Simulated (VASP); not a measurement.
# Al3GaN4 (R3m) in VASP: further runs, part 2 of 2

VASP 6.6.1. The steps go on from the part before.

**3. Single point, PBEsol**

The input, INCAR:

```
SYSTEM = Al3GaN4
PREC = Accurate
ENCUT = 520
EDIFF = 1E-6
ISMEAR = 0
SIGMA = 0.05
LREAL = .FALSE.
LASPH = .TRUE.
NELM = 60
ALGO = Normal
ISIF = 2
LWAVE = .FALSE.
LCHARG = .TRUE.
GGA = PS
LELF = .TRUE.
LVHAR = .TRUE.
NBANDS = 31
```

The input, KPOINTS:

```
Automatic mesh
0
G
  6 6 6
  0 0 0
```

The input, POSCAR:

```
Al3GaN4
1.0
    4.3630472571     -0.2423915143     -0.2423915143
   -0.2423915143      4.3630472571     -0.2423915143
   -0.2423915143     -0.2423915143      4.3630472571
Al Ga N
3 1 4
Direct
    0.5000000000      0.5000000000      0.0000000000
    0.5000000000      0.0000000000      0.5000000000
    0.0000000000      0.5000000000      0.5000000000
    0.0000000000      0.0000000000      0.0000000000
    0.7447140287      0.7447140287      0.2552859713
    0.7447140287      0.2552859713      0.7447140287
    0.2552859713      0.7447140287      0.7447140287
    0.2552859713      0.2552859713      0.2552859713
```

Potentials or basis: VASP PAW PBE potentials, release 64 (Al, Ga_d, N).

Started as:

```bash
$ cat potpaw_PBE.64/Al/POTCAR potpaw_PBE.64/Ga_d/POTCAR potpaw_PBE.64/N/POTCAR > POTCAR
$ mpirun -np 1 vasp_std > vasp.out
```

OUTCAR:

```text
SYSTEM = Al3GaN4
   PREC = Accurate
   ENCUT = 520
   EDIFF = 1E-6
   ISMEAR = 0
   LREAL = .FALSE.
   LASPH = .TRUE.
   NELM = 60
   ISIF = 2
   GGA = PS

 ion  position               nearest neighbor table
   1  0.500  0.500  0.000-   5 1.67   6 1.95   7 1.95   8 1.95   4 2.92   4 2.92   2 2.92   2 2.92
                             3 2.92   3 2.92   2 3.26   3 3.26   3 3.26   2 3.26
   2  0.500  0.000  0.500-   6 1.67   7 1.95   5 1.95   8 1.95   3 2.92   3 2.92   4 2.92   1 2.92
                             4 2.92   1 2.92   1 3.26   3 3.26   1 3.26   3 3.26
   3  0.000  0.500  0.500-   7 1.67   6 1.95   5 1.95   8 1.95   2 2.92   2 2.92   4 2.92   4 2.92
                             1 2.92   1 2.92   1 3.26   2 3.26   2 3.26   1 3.26
   4  0.000  0.000  0.000-   8 1.71   6 2.00   7 2.00   5 2.00   1 2.92   1 2.92   3 2.92   3 2.92
                             2 2.92   2 2.92
   5  0.745  0.745  0.255-   1 1.67   2 1.95   3 1.95   4 2.00
   6  0.745  0.255  0.745-   2 1.67   3 1.95   1 1.95   4 2.00
   7  0.255  0.745  0.745-   3 1.67   2 1.95   1 1.95   4 2.00
   8  0.255  0.255  0.255-   4 1.71   3 1.95   2 1.95   1 1.95

  LATTYP: Found a trigonal (rhomboedric) cell.
 ALAT       =     4.3764927351
 COS(alpha) =    -0.1073619632

  Lattice vectors:
[... 202 lines left out ...]
      2      -8.0162      2.00000
      3      -7.3130      2.00000
      4      -7.3130      2.00000
      5      -6.6665      2.00000
      6      -6.6665      2.00000
[... 805 lines left out ...]
     30      16.8208      0.00000
     31      17.2656      0.00000

 [... further k-points ...]

------------------------ aborting loop because EDIFF is reached ----------------------------------------

  FORCE on cell =-STRESS in cart. coord.  units (eV):
  Direction    XX          YY          ZZ          XY          YZ          ZX
  --------------------------------------------------------------------------------------
  -------------------------------------------------------------------------------------
  Total        9.3832509      9.3832509      9.3832509     16.5107116     16.5107116     16.5107116
  in kB      182.7614066    182.7614066    182.7614066    321.5858672    321.5858672    321.5858672
  external PRESSURE =     182.7614066 kB  Pullay stress =       0.0000000 kB

 VOLUME and BASIS-vectors are now :
 -----------------------------------------------------------------------------
  energy-cutoff  :      520.00
  volume of cell :       82.26
      direct lattice vectors                 reciprocal lattice vectors
     4.363047257 -0.242391514 -0.242391514     0.230705488  0.013570911  0.013570911
    -0.242391514  4.363047257 -0.242391514     0.013570911  0.230705488  0.013570911
    -0.242391514 -0.242391514  4.363047257     0.013570911  0.013570911  0.230705488

 POSITION                                       TOTAL-FORCE (eV/Angst)
 -----------------------------------------------------------------------------------
      2.06033      2.06033     -0.24239        -2.282372     -2.282372     -2.556734
      2.06033     -0.24239      2.06033        -2.282372     -2.556734     -2.282372
     -0.24239      2.06033      2.06033        -2.556734     -2.282372     -2.282372
      0.00000      0.00000      0.00000        -2.352502     -2.352502     -2.352502
      3.00683      3.00683      0.75280         2.341508      2.341508      2.578591
      3.00683      0.75280      3.00683         2.341508      2.578591      2.341508
      0.75280      3.00683      3.00683         2.578591      2.341508      2.341508
      0.99007      0.99007      0.99007         2.212372      2.212372      2.212372
 -----------------------------------------------------------------------------------
    total drift:                                0.001427      0.001427      0.001427

  FREE ENERGIE OF THE ION-ELECTRON SYSTEM (eV)
  ---------------------------------------------------
  free  energy   TOTEN  =       -57.1705016045 eV

  energy  without entropy=      -57.1705016045  energy(sigma->0) =      -57.17050160
```

OSZICAR:

```text
N       E                     dE             d eps       ncg     rms          rms(c)
DAV:   1     0.322649858476E+03    0.32265E+03   -0.19490E+04  2265   0.171E+03
DAV:   2    -0.229257357419E+02   -0.34558E+03   -0.31984E+03  2318   0.464E+02
DAV:   3    -0.654895278661E+02   -0.42564E+02   -0.42006E+02  2244   0.128E+02
DAV:   4    -0.671272097552E+02   -0.16377E+01   -0.16319E+01  2666   0.279E+01
DAV:   5    -0.671646937203E+02   -0.37484E-01   -0.37473E-01  2291   0.393E+00    0.173E+01
DAV:   6    -0.572212497882E+02    0.99434E+01   -0.28302E+01  3129   0.587E+01    0.591E+00
DAV:   7    -0.572802143921E+02   -0.58965E-01   -0.34610E+00  2390   0.113E+01    0.420E+00
DAV:   8    -0.571912814574E+02    0.88933E-01   -0.43675E-01  2626   0.609E+00    0.843E-01
DAV:   9    -0.571706525832E+02    0.20629E-01   -0.79737E-02  3179   0.414E+00    0.479E-01
DAV:  10    -0.571704225505E+02    0.23003E-03   -0.16064E-02  2394   0.730E-01    0.214E-01
DAV:  11    -0.571704918026E+02   -0.69252E-04   -0.11987E-03  2851   0.325E-01    0.398E-02
DAV:  12    -0.571705043395E+02   -0.12537E-04   -0.16120E-04  2524   0.149E-01    0.229E-02
DAV:  13    -0.571705017378E+02    0.26017E-05   -0.26674E-05  2848   0.444E-02    0.117E-02
DAV:  14    -0.571705016045E+02    0.13325E-06   -0.71103E-06  2353   0.256E-02
   1 F= -.57170502E+02 E0= -.57170502E+02  d E =-.215862E-14
```

It took 63 s on 1 thread of Intel Xeon 6975P-C, shared host; peak memory 0.24 GiB.

What came out:

- Free energy: -57.1705 eV
- Pressure: 18.3 GPa
- Largest force: 4.197 eV/Å
- Band gap on the k mesh: 2.65 eV, direct

Forces on the atoms (eV/Å):
```
Al  -2.282 -2.282 -2.557
Al  -2.282 -2.557 -2.282
Al  -2.557 -2.282 -2.282
Ga  -2.353 -2.353 -2.353
N    2.342  2.342  2.579
N    2.342  2.579  2.342
N    2.579  2.342  2.342
N    2.212  2.212  2.212
```

Stress tensor (GPa, compression positive):
```
18.28 32.16 32.16
32.16 18.28 32.16
32.16 32.16 18.28
```

Caveat: the PAW data sets were made with another functional, which shifts forces and pressure a little. A k mesh can miss the band edges.

**4. Single point, PBEsol**

This run uses another cell than the first one, of 10.34 Å³/atom, 1.005 times its volume.

The input, INCAR:

```
PREC = Accurate
ENCUT = 520
EDIFF = 1E-6
ISMEAR = 0
SIGMA = 0.05
LREAL = F
LASPH = T
NELM = 80
ALGO = Normal
ISIF = 2
LWAVE = F
LCHARG = T
GGA = PS
LELF = T
LVHAR = T
NBANDS = 31
```

The input, KPOINTS:

```
Automatic mesh
0
Gamma
  6 6 6
```

POSCAR, as its differences from that of step 3:

```diff
@@ -2,5 +2,5 @@
 1.0
-    4.3630472571     -0.2423915143     -0.2423915143
-   -0.2423915143      4.3630472571     -0.2423915143
-   -0.2423915143     -0.2423915143      4.3630472571
+    4.3630472571      0.1615208909      0.1615208909
+    0.1615208909      4.3630472571      0.1615208909
+    0.1615208909      0.1615208909      4.3630472571
 Al Ga N
```

Started as:

```bash
$ cat potpaw_PBE.64/Al/POTCAR potpaw_PBE.64/Ga_d/POTCAR potpaw_PBE.64/N/POTCAR > POTCAR
$ mpirun -np 1 vasp_std > vasp.out
```

Run time: 48 s. Hardware: 1 thread of Intel Xeon 6975P-C, shared host; peak memory 0.22 GiB.

Results (log left out):

| Property | Result |
| --- | --- |
| Free energy | -58.9702 eV |
| Pressure | 10.5 GPa |
| Largest force | 0.913 eV/Å |
| Band gap on the k mesh | 2.80 eV, direct |

Forces on the atoms (eV/Å):
```
Al   0.482  0.482  0.517
Al   0.482  0.517  0.482
Al   0.517  0.482  0.482
Ga   0.505  0.505  0.505
N   -0.507 -0.507 -0.565
N   -0.507 -0.565 -0.507
N   -0.565 -0.507 -0.507
N   -0.407 -0.407 -0.407
```

Stress tensor (GPa, compression positive):
```
 10.49 -15.81 -15.81
-15.81  10.49 -15.81
-15.81 -15.81  10.49
```

Levels at points of the mesh, in eV from the valence-band top:
| k point | band 17 | band 18 | band 19 | band 20 | band 21 | band 22 | band 23 | band 24 | band 25 | band 26 |
| --- | --- | --- | --- | --- | --- | --- | --- | --- | --- | --- |
| (0.00, 0.00, 0.00) | -1.80 | -1.80 | -0.66 | 0.00 | 0.00 | 2.80 | 3.08 | 3.08 | 3.15 | 7.15 |
| (0.50, 0.00, 0.00) | -2.88 | -1.81 | -1.54 | -1.10 | -0.80 | 5.15 | 5.31 | 5.77 | 5.86 | 8.70 |
| (0.50, 0.50, 0.00) | -2.76 | -1.13 | -0.95 | -0.65 | -0.51 | 6.76 | 7.19 | 7.27 | 7.57 | 7.91 |
| (0.50, 0.50, 0.50) | -0.85 | -0.76 | -0.76 | -0.27 | -0.27 | 5.24 | 6.53 | 6.53 | 7.75 | 8.93 |

Caveat: the PAW data sets were made with another functional, which shifts forces and pressure a little. A k mesh can miss the band edges.

**5. Single point, PBEsol**

This run uses another cell than the first one, of 10.34 Å³/atom, 1.005 times its volume.

The input, INCAR:

```
ALGO = Normal
EDIFF = 1E-6
ENCUT = 520
GGA = PS
ISIF = 2
ISMEAR = 0
LASPH = T
LCHARG = F
LREAL = F
LWAVE = F
NBANDS = 31
NELM = 80
PREC = Accurate
SIGMA = 0.05
```

The input, KPOINTS:

```
k-points
0
Gamma
  6 6 6
```

POSCAR, as its differences from that of step 4:

```diff
@@ -2,5 +2,5 @@
 1.0
-    4.3630472571      0.1615208909      0.1615208909
-    0.1615208909      4.3630472571      0.1615208909
-    0.1615208909      0.1615208909      4.3630472571
+    4.3630472571     -0.1615208909     -0.1615208909
+   -0.1615208909      4.3630472571     -0.1615208909
+   -0.1615208909     -0.1615208909      4.3630472571
 Al Ga N
```

Started as:

```bash
$ cat potpaw_PBE.64/Al/POTCAR potpaw_PBE.64/Ga_d/POTCAR potpaw_PBE.64/N/POTCAR > POTCAR
$ mpirun -np 1 vasp_std > vasp.out
```

Wall time 45 s (1 thread of Intel Xeon 6975P-C, shared host); peak memory 0.22 GiB.

The run converged. Its results:

* Free energy: -58.7684 eV
* Pressure: 11.3 GPa
* Largest force: 2.226 eV/Å
* Band gap on the k mesh: 2.88 eV, direct

Forces on the atoms (eV/Å):
```
Al  -1.203 -1.203 -1.348
Al  -1.203 -1.348 -1.203
Al  -1.348 -1.203 -1.203
Ga  -1.249 -1.249 -1.249
N    1.240  1.240  1.371
N    1.240  1.371  1.240
N    1.371  1.240  1.240
N    1.152  1.152  1.152
```

Stress tensor (GPa, compression positive):
```
11.29 19.77 19.77
19.77 11.29 19.77
19.77 19.77 11.29
```

Levels at points of the mesh, in eV from the valence-band top:
| k point | band 18 | band 19 | band 20 | band 21 | band 22 | band 23 | band 24 | band 25 |
| --- | --- | --- | --- | --- | --- | --- | --- | --- |
| (0.00, 0.00, 0.00) | -1.76 | -0.43 | -0.43 | 0.00 | 2.88 | 2.88 | 2.94 | 3.23 |
| (0.50, 0.00, 0.00) | -1.90 | -1.61 | -1.15 | -0.87 | 5.20 | 5.26 | 5.68 | 5.75 |
| (0.50, 0.50, 0.00) | -1.21 | -1.04 | -0.70 | -0.55 | 6.67 | 7.23 | 7.27 | 7.35 |
| (0.50, 0.50, 0.50) | -0.69 | -0.60 | -0.60 | -0.38 | 5.17 | 6.54 | 7.11 | 7.11 |

Caveat: the PAW data sets were made with another functional, which shifts forces and pressure a little. A k mesh can miss the band edges.

**6. Single point, PBEsol**

This run uses another cell than the first one, of 10.37 Å³/atom, 1.008 times its volume.

The input, INCAR:

```
SYSTEM = Al3GaN4
ALGO = Normal ; EDIFF = 1E-7
ENCUT = 520 ; GGA = PS
ISIF = 2 ; ISMEAR = 0
LASPH = .TRUE. ; LCHARG = .TRUE.
LELF = .TRUE. ; LREAL = .FALSE.
LVHAR = .TRUE. ; LWAVE = .FALSE.
NBANDS = 31 ; NELM = 60
PREC = Accurate ; SIGMA = 0.05
```

The input, KPOINTS:

```
k-points
0
G
  6 6 6
  0 0 0
```

POSCAR, as its differences from that of step 5:

```diff
@@ -2,5 +2,5 @@
 1.0
-    4.3630472571     -0.1615208909     -0.1615208909
-   -0.1615208909      4.3630472571     -0.1615208909
-   -0.1615208909     -0.1615208909      4.3630472571
+    4.3630472571     -0.0808706234     -0.0808706234
+   -0.0808706234      4.3630472571     -0.0808706234
+   -0.0808706234     -0.0808706234      4.3630472571
 Al Ga N
```

Potentials or basis: VASP PAW PBE potentials, release 64 (Al, Ga_d, N).

Started as:

```bash
$ cat potpaw_PBE.64/Al/POTCAR potpaw_PBE.64/Ga_d/POTCAR potpaw_PBE.64/N/POTCAR > POTCAR
$ mpirun -np 1 vasp_std > vasp.out
```

OUTCAR:

```text
SYSTEM = Al3GaN4
   EDIFF = 1E-7
   ENCUT = 520
   GGA = PS
   ISIF = 2
   ISMEAR = 0
   LASPH = .TRUE.
   LREAL = .FALSE.
   NELM = 60
   PREC = Accurate

 ion  position               nearest neighbor table
   1  0.500  0.500  0.000-   5 1.81   6 1.90   7 1.90   8 1.90   3 3.03   4 3.03   2 3.03   2 3.03
                             3 3.03   4 3.03   4 3.14   2 3.14   3 3.14   4 3.14   3 3.14   2 3.14
   2  0.500  0.000  0.500-   6 1.81   5 1.90   7 1.90   8 1.90   3 3.03   4 3.03   1 3.03   1 3.03
                             4 3.03   3 3.03   3 3.14   1 3.14   3 3.14   4 3.14   4 3.14   1 3.14
   3  0.000  0.500  0.500-   7 1.81   6 1.90   5 1.90   8 1.90   2 3.03   4 3.03   1 3.03   4 3.03
                             1 3.03   2 3.03   4 3.14   1 3.14   1 3.14   2 3.14   4 3.14   2 3.14
   4  0.000  0.000  0.000-   8 1.86   6 1.95   7 1.95   5 1.95   2 3.03   3 3.03   1 3.03   3 3.03
                             2 3.03   1 3.03   3 3.14   2 3.14   1 3.14   2 3.14   3 3.14   1 3.14
   5  0.745  0.745  0.255-   1 1.81   2 1.90   3 1.90   4 1.95
   6  0.745  0.255  0.745-   2 1.81   1 1.90   3 1.90   4 1.95
   7  0.255  0.745  0.745-   3 1.81   2 1.90   1 1.90   4 1.95
   8  0.255  0.255  0.255-   4 1.86   2 1.90   3 1.90   1 1.90

  LATTYP: Found a trigonal (rhomboedric) cell.
 ALAT       =     4.3645459653
 COS(alpha) =    -0.0367019292
[... 206 lines left out ...]
      5      -6.6721      2.00000
      6      -6.6721      2.00000
[... 805 lines left out ...]
     30      16.8833      0.00000
     31      17.2570      0.00000

 [... further k-points ...]

------------------------ aborting loop because EDIFF is reached ----------------------------------------

  FORCE on cell =-STRESS in cart. coord.  units (eV):
  Direction    XX          YY          ZZ          XY          YZ          ZX
  --------------------------------------------------------------------------------------
  -------------------------------------------------------------------------------------
  Total        3.8759684      3.8759684      3.8759684      4.7782785      4.7782785      4.7782785
  in kB       74.8470088     74.8470088     74.8470088     92.2710957     92.2710957     92.2710957
  external PRESSURE =      74.8470088 kB  Pullay stress =       0.0000000 kB

 VOLUME and BASIS-vectors are now :
 -----------------------------------------------------------------------------
  energy-cutoff  :      520.00
  volume of cell :       82.97
      direct lattice vectors                 reciprocal lattice vectors
     4.363047257 -0.080870623 -0.080870623     0.229358182  0.004331521  0.004331521
    -0.080870623  4.363047257 -0.080870623     0.004331521  0.229358182  0.004331521
    -0.080870623 -0.080870623  4.363047257     0.004331521  0.004331521  0.229358182

 POSITION                                       TOTAL-FORCE (eV/Angst)
 -----------------------------------------------------------------------------------
      2.14109      2.14109     -0.08087        -0.476800     -0.476800     -0.533317
      2.14109     -0.08087      2.14109        -0.476800     -0.533317     -0.476800
     -0.08087      2.14109      2.14109        -0.533317     -0.476800     -0.476800
      0.00000      0.00000      0.00000        -0.498478     -0.498478     -0.498478
      3.16835      3.16835      0.99337         0.495605      0.495605      0.547158
      3.16835      0.99337      3.16835         0.495605      0.547158      0.495605
      0.99337      3.16835      3.16835         0.547158      0.495605      0.495605
      1.07253      1.07253      1.07253         0.447027      0.447027      0.447027
 -----------------------------------------------------------------------------------
    total drift:                               -0.000130     -0.000130     -0.000130

  FREE ENERGIE OF THE ION-ELECTRON SYSTEM (eV)
  ---------------------------------------------------
  free  energy   TOTEN  =       -59.6338856594 eV

  energy  without entropy=      -59.6338856594  energy(sigma->0) =      -59.63388566
```

Wall time 50 s (1 thread of Intel Xeon 6975P-C, shared host); peak memory 0.22 GiB.

What came out:

| Quantity | Value |
| --- | --- |
| Free energy | -59.6339 eV |
| Pressure | 7.5 GPa |
| Largest force | 0.889 eV/Å |
| Band gap on the k mesh | 3.12 eV, direct |

Forces in eV/Å, atoms in the order of the input:
```
Al  -0.477 -0.477 -0.533
Al  -0.477 -0.533 -0.477
Al  -0.533 -0.477 -0.477
Ga  -0.498 -0.498 -0.498
N    0.496  0.496  0.547
N    0.496  0.547  0.496
N    0.547  0.496  0.496
N    0.447  0.447  0.447
```

Stress tensor (GPa, compression positive):
```
7.48 9.23 9.23
9.23 7.48 9.23
9.23 9.23 7.48
```

Levels at points of the mesh, in eV from the valence-band top:
| k point | band 19 | band 20 | band 21 | band 22 | band 23 | band 24 |
| --- | --- | --- | --- | --- | --- | --- |
| (0.00, 0.00, 0.00) | -0.25 | -0.25 | 0.00 | 3.12 | 3.12 | 3.18 |
| (0.50, 0.00, 0.00) | -1.30 | -1.22 | -0.93 | 5.45 | 5.52 | 5.91 |
| (0.50, 0.50, 0.00) | -0.82 | -0.68 | -0.58 | 7.14 | 7.45 | 7.47 |
| (0.50, 0.50, 0.50) | -0.55 | -0.55 | -0.41 | 5.48 | 6.77 | 7.13 |

Caveat: the PAW data sets were made with another functional, which shifts forces and pressure a little.

**7. Overview**

```tsv
cell	gap on the mesh (eV)	pressure (GPa)	largest force (eV/Å)
a = 4.376 Å, angles 83.5°, 8 atoms	2.35	15.4	1.12
a = 4.376 Å, angles 96.2°, 8 atoms	2.65	18.3	4.20
a = 4.369 Å, angles 85.7°, 8 atoms	2.80	10.5	0.91
a = 4.369 Å, angles 94.2°, 8 atoms	2.88	11.3	2.23
a = 4.365 Å, angles 92.1°, 8 atoms	3.12	7.5	0.89
```

Alike in all rows: task single point; level PBEsol; potentials or basis VASP PAW PBE potentials, release 64 (Al, Ga_d, N); no spin polarisation; k mesh 6 × 6 × 6; cutoff (eV) 520; smearing gaussian 0.05 eV.

Caveats: the PAW data sets were made with another functional, which shifts forces and pressure a little.

Absolute energies hang on the potentials; compare differences alone.
